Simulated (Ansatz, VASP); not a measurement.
## One calculation of S, two programs

```
S
1.0
     0.00000    1.46986    1.46986
     1.46986    0.00000    1.46986
     1.46986    1.46986    0.00000
S
1
Cartesian
  0.0000 0.0000 0.0000
```

Change from the starting cell: volume scaled by 0.4, crystal datasets.

Alike in both runs: task single point; functional PBE; k mesh 16 × 16 × 16; occupations fermi-dirac, width 0.08 eV; no spin polarisation.

|  | VASP | Ansatz |
| --- | --- | --- |
| version | VASP 6.6.1 | Ansatz 0.2.0 |
| potentials or method | VASP PAW PBE potentials, release 64 (S), cutoff 520 eV | all-electron PAW with datasets made for the crystal, scalar-relativistic |

```tsv
	VASP	Ansatz	Ansatz less VASP
pressure (GPa)	431.2	440.9	+9.68
```

Both programs put the cell under a high pressure, so it lies far from rest at this level. Ansatz ran all-electron here, and VASP with PAW potentials.

Noted on VASP's run: the cell as given lies far from equilibrium.
